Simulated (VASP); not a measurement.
# InSe: single point with PBE+D3(BJ)

InSe, a slab with vacuum:

```
CELL_PARAMETERS angstrom
4.02661 0.00000 0.00000
-2.01331 3.48715 0.00000
0.00000 0.00000 36.71996
ATOMIC_POSITIONS crystal
Se 0.00000 0.00000 0.42666
Se 0.00000 0.00000 0.57332
In 0.66667 0.33333 0.46193
In 0.66667 0.33333 0.53804
```

This cell differs from its parent crystal: a layer taken out of the bulk.

```yaml
Program: VASP 6.6.1
Task: single point
Functional: PBE
Dispersion: D3(BJ)
Potentials_or_basis: VASP PAW PBE potentials, release 64 (Se, In_d)
Cutoff: 520 eV
k_mesh: 9 × 9 × 1
Occupations: gaussian, width 0.02 eV
Spin: no spin polarisation
Dipole_correction: yes
Further_INCAR_settings: ALGO = Normal; EDIFF = 1e-07; NBANDS = 27
```

- Largest force: 0.015 eV/Å
- Band gap on the k mesh: 1.62 eV (least direct gap 1.69 eV)
- Dispersion energy per atom: -0.221 eV

Forces on the atoms (eV/Å):
```
Se   0.000  0.000 -0.015
Se   0.000  0.000  0.015
In   0.000  0.000  0.013
In   0.000  0.000 -0.013
```

Levels at points of the mesh, in eV from the valence-band top:
| k point | band 16 | band 17 | band 18 | band 19 | band 20 | band 21 | band 22 | band 23 |
| --- | --- | --- | --- | --- | --- | --- | --- | --- |
| (0.00, 0.00, 0.00) | -0.45 | -0.37 | -0.37 | -0.07 | 1.62 | 2.84 | 5.08 | 5.08 |

It took 7.2 min on 1 thread of Intel(R) Xeon(R) Platinum 8488C (Sapphire Rapids) (shared host), peak memory 0.63 GiB.

Caveat: the cell differs from its parent crystal (a layer taken out of the bulk); spin-orbit coupling is left out, which moves the levels of the heavy elements.
